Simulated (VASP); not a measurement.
# Gd (P6_3/mmc) in VASP: notebook, part 2 of 2

VASP 6.6.1.

## Step 4: Single point, BLYP, collinear spin, ferromagnetic start

This run uses another cell than the first one, of 33.10 Å³/atom.

The input, INCAR:

```
SYSTEM = Gd
PREC     = Accurate       ! precision mode
ENCUT    = 600            ! plane-wave cutoff, eV
EDIFF    = 1E-6           ! SCF threshold, eV
ISMEAR   = -1             ! smearing method
SIGMA    = 0.05           ! smearing width, eV
LREAL    = .FALSE.        ! projectors in reciprocal space
LASPH    = .TRUE.         ! aspherical terms in the spheres
NELM     = 200            ! most SCF steps
ALGO     = Normal         ! electronic algorithm
ISIF     = 2              ! what is computed and relaxed
LWAVE    = .FALSE.        ! write WAVECAR
LCHARG   = .FALSE.        ! write CHGCAR
ISPIN    = 2              ! spin polarisation
MAGMOM   = 7 7            ! initial moments
LORBIT   = 11             ! projections on sites
LMAXMIX  = 6              ! l up to which the mixer works
GGA      = B5             ! functional
ALDAX    = 1.0          
AGGAX    = 1.0          
AGGAC    = 1.0          
ALDAC    = 0.0          
NBANDS   = 29             ! bands
GGA_COMPAT= .FALSE.
```

The input, KPOINTS:

```
Automatic mesh
0
G
  8 8 5
  0 0 0
```

The input, POSCAR:

```
Gd
1.0
    3.6360000000      0.0000000000      0.0000000000
   -1.8180000000      3.1488683682      0.0000000000
    0.0000000000      0.0000000000      5.7826000000
Gd
2
Direct
    0.6666666667      0.3333333333      0.7500000000
    0.3333333333      0.6666666667      0.2500000000
```

Potentials or basis: VASP PAW PBE potentials, release 64 (Gd).

Run with:

```bash
> cat potpaw_PBE.64/Gd/POTCAR > POTCAR
> mpirun -np 1 vasp_std > vasp.out
```

OUTCAR:

```text
SYSTEM = Gd
   PREC = Accurate
   ENCUT = 600
   EDIFF = 1E-6
   ISMEAR = -1
   LREAL = .FALSE.
   LASPH = .TRUE.
   NELM = 200
   ISIF = 2
   ISPIN = 2
   LORBIT = 11
   GGA = B5

 ion  position               nearest neighbor table
   1  0.667  0.333  0.750-
   2  0.333  0.667  0.250-

  LATTYP: Found a hexagonal cell.
 ALAT       =     3.6360000000
 C/A-ratio  =     1.5903740374

  Lattice vectors:

 A1 = (   3.6360000000,   0.0000000000,   0.0000000000)
 A2 = (  -1.8180000000,   3.1488683682,   0.0000000000)
 A3 = (   0.0000000000,   0.0000000000,   5.7826000000)

Analysis of symmetry for initial positions (statically):
=====================================================================
 Subroutine PRICEL returns:
 Original cell was already a primitive cell.

 Routine SETGRP: Setting up the symmetry group for a
 hexagonal supercell.

 Subroutine GETGRP returns: Found 24 space group operations
 (whereof 12 operations were pure point group operations)
 out of a pool of 24 trial point group operations.

The static configuration has the point symmetry D_3d.
 The point group associated with its full space group is D_6h.

Analysis of symmetry for dynamics (positions and initial velocities):
=====================================================================
 Subroutine PRICEL returns:
 Original cell was already a primitive cell.

 Routine SETGRP: Setting up the symmetry group for a
 hexagonal supercell.

 Subroutine GETGRP returns: Found 24 space group operations
 (whereof 12 operations were pure point group operations)
 out of a pool of 24 trial point group operations.

[... 144 lines left out ...]
   IVDW    =     0    specifies the selected vdW correction
   LEPSILON=     F    determine dielectric tensor
   LRPA    =     F    only Hartree local field effects (RPA)
 spin polarized calculation
  energy-cutoff  :      600.00
  volume of cell :       66.21
 maximum number of plane-waves:      2243
 NGX is ok and might be reduce to    30
   NGX = 15   NGY = 15   NGZ = 23

 number of electron      35.9999994 magnetization      14.8371424

 Free energy of the ion-electron system (eV)
  ---------------------------------------------------
  ext. energy  EPLUGINS =         0.00000000
  ---------------------------------------------------
  free energy    TOTEN  =       -21.05917940 eV

  energy without entropy =      -21.01771910  energy(sigma->0) =      -21.03844925

 E-fermi :   3.4463     XC(G=0):  -9.4655

 val. band max:        3.4414645433   @ k =   0.2500   0.0000   0.4000
 cond. band min:       3.4504768767   @ k =   0.3750   0.2500   0.4000
 fundamental gap:      0.0090123334
 Fermi energy:         3.4463328973

 spin component 1

 k-point     1 :       0.0000    0.0000    0.0000
  band No.  band energies     occupation
      1     -41.5537      1.00000
      2     -41.4827      1.00000
      3     -19.4731      1.00000
      4     -18.8647      1.00000
      5     -18.8647      1.00000
      6     -18.7576      1.00000
[... 757 lines left out ...]
     28       4.9081      0.00000
     29       5.5511      0.00000

 [... further k-points ...]

 spin component 2

 k-point     1 :       0.0000    0.0000    0.0000
  band No.  band energies     occupation
      1     -38.5458      1.00000
      2     -38.4565      1.00000
      3     -17.4073      1.00000
      4     -16.6628      1.00000
      5     -16.6628      1.00000
      6     -16.5357      1.00000
[... 757 lines left out ...]
     28       5.8787      0.00000
     29       6.5131      0.00000

 [... further k-points ...]
[... 5 lines left out ...]
  --------------------------------------------------------------------------------------
  -------------------------------------------------------------------------------------
  Total        0.8616701      0.8616701      0.9008656      0.0000000      0.0000000      0.0000000
  in kB       20.8521121     20.8521121     21.8006316      0.0000000      0.0000000      0.0000000
  external PRESSURE =      21.1682853 kB  Pullay stress =       0.0000000 kB

 VOLUME and BASIS-vectors are now :
 -----------------------------------------------------------------------------
  energy-cutoff  :      600.00
  volume of cell :       66.21
      direct lattice vectors                 reciprocal lattice vectors
     3.636000000  0.000000000  0.000000000     0.275027503  0.158787203  0.000000000
    -1.818000000  3.148868368  0.000000000     0.000000000  0.317574405  0.000000000
     0.000000000  0.000000000  5.782600000     0.000000000  0.000000000  0.172932591

 POSITION                                       TOTAL-FORCE (eV/Angst)
 -----------------------------------------------------------------------------------
      1.81800      1.04962      4.33695         0.000000      0.000000      0.000000
     -0.00000      2.09925      1.44565        -0.000000      0.000000      0.000000
 -----------------------------------------------------------------------------------
    total drift:                                0.000000     -0.000000      0.000000

  FREE ENERGIE OF THE ION-ELECTRON SYSTEM (eV)
  ---------------------------------------------------
  free  energy   TOTEN  =       -21.0591794013 eV

  energy  without entropy=      -21.0177191030  energy(sigma->0) =      -21.03844925

 total charge

# of ion       s       p       d       f       tot
--------------------------------------------------
    1        2.075   5.548   0.591   7.015  15.229
    2        2.075   5.548   0.591   7.015  15.229
--------------------------------------------------
tot          4.151  11.097   1.181  14.030  30.458

 magnetization (x)

# of ion       s       p       d       f       tot
--------------------------------------------------
    1        0.004  -0.052   0.181   6.780   6.914
    2        0.004  -0.052   0.181   6.780   6.914
--------------------------------------------------
tot          0.008  -0.103   0.363  13.561  13.828
```

It took 15 min on 1 thread of Intel Xeon 8259CL, shared host; peak memory 0.32 GiB.

Results:

```yaml
Free_energy: -21.0592 eV
Pressure: 2.1 GPa
Net_moment: 14.84 μB per cell
Site_moments: Gd +6.91 μB
Valence_electrons_inside_the_program's_atomic_spheres: Gd 15.23
```

Caveat: the PAW data sets were made with another functional, which shifts forces and pressure a little; spin-orbit coupling is left out, which moves the levels of the heavy elements; semilocal functionals describe open f shells poorly, which spoils levels, moments and volumes.

## Step 5: Single point, PBEsol, collinear spin, ferromagnetic start

This run uses another cell than the first one, of 31.40 Å³/atom.

The input, INCAR:

```
PREC = Accurate ; ENCUT = 520
EDIFF = 1E-6 ; ISMEAR = -1
SIGMA = 0.05 ; LREAL = F
LASPH = T ; NELM = 150
ALGO = Normal ; ISIF = 2
LWAVE = F ; LCHARG = F
ISPIN = 2 ; MAGMOM = 7 7
LORBIT = 11 ; LMAXMIX = 6
GGA = PS ; NBANDS = 29
```

The input, KPOINTS:

```
regular mesh
0
Gamma
  8 8 5
```

The input, POSCAR:

```
Gd
1.0
    3.5654535776      0.0000000000      0.0000000000
   -1.7827267888      3.0877733742      0.0000000000
    0.0000000000      0.0000000000      5.7042136471
Gd
2
Direct
    0.6666666667      0.3333333333      0.7500000000
    0.3333333333      0.6666666667      0.2500000000
```

Run with:

```bash
> cat potpaw_PBE.64/Gd/POTCAR > POTCAR
> mpirun -np 1 vasp_std > vasp.out
```

Wall time 6.2 min (1 thread of Oxide Virtual Turin-like, shared host); peak memory 0.22 GiB.

The run converged. Its results:

```
Free energy                                           : -24.0743 eV
Pressure                                              : 0.1 GPa
Net moment                                            : 15.17 μB per cell
Site moments                                          : Gd +6.99 μB
Valence electrons inside the program's atomic spheres : Gd 15.20
```

Levels at points of the mesh, in eV from the Fermi level:
Spin up:
```
           k point  band 24  band 25  band 26  band 27  band 28  band 29
(0.00, 0.00, 0.00)    -2.57     1.24     1.37     1.37     1.50     2.03
(0.50, 0.00, 0.00)    -1.87    -1.40     0.07     1.11     1.17     1.84
```
Spin down:
| k point | band 8 | band 9 | band 10 | band 11 | band 12 | band 13 |
| --- | --- | --- | --- | --- | --- | --- |
| (0.00, 0.00, 0.00) | -19.71 | -4.25 | -1.57 | 0.37 | 0.41 | 0.47 |
| (0.50, 0.00, 0.00) | -19.84 | -1.13 | -1.01 | -0.66 | 0.41 | 0.47 |

Caveat: the PAW data sets were made with another functional, which shifts forces and pressure a little; spin-orbit coupling is left out, which moves the levels of the heavy elements; semilocal functionals describe open f shells poorly, which spoils levels, moments and volumes. The state reached can hang on the start; a lower one may exist.

## Step 6: Summary

| level | cell | cutoff (eV) | smearing | gap on the mesh (eV) | pressure (GPa) | moment (μB) |
| --- | --- | --- | --- | --- | --- | --- |
| revPBE | a = 3.693, b = 3.693, c = 5.917 Å, angles 90.0, 90.0, 120.0°, 2 atoms | 520 | fermi-dirac 0.05 eV | none | -0.1 | 15.32 |
| PBE | a = 3.636, b = 3.636, c = 5.783 Å, angles 90.0, 90.0, 120.0°, 2 atoms | 600 | gaussian 0.027 eV | none | 0.5 | 15.20 |
| BLYP | a = 3.636, b = 3.636, c = 5.783 Å, angles 90.0, 90.0, 120.0°, 2 atoms | 600 | fermi-dirac 0.05 eV | none | 2.1 | 14.84 |
| PBEsol | a = 3.565, b = 3.565, c = 5.704 Å, angles 90.0, 90.0, 120.0°, 2 atoms | 520 | fermi-dirac 0.05 eV | none | 0.1 | 15.17 |

Alike in all rows: task single point; potentials or basis VASP PAW PBE potentials, release 64 (Gd); spin collinear, ferromagnetic start; k mesh 8 × 8 × 5.

Caveats: spin-orbit coupling is left out, which moves the levels of the heavy elements; semilocal functionals describe open f shells poorly, which spoils levels, moments and volumes; the PAW data sets were made with another functional, which shifts forces and pressure a little (at least some runs).

Absolute energies hang on the potentials; compare differences alone.

The gap in the log of VASP goes by the Fermi energy; the results here count the filled bands.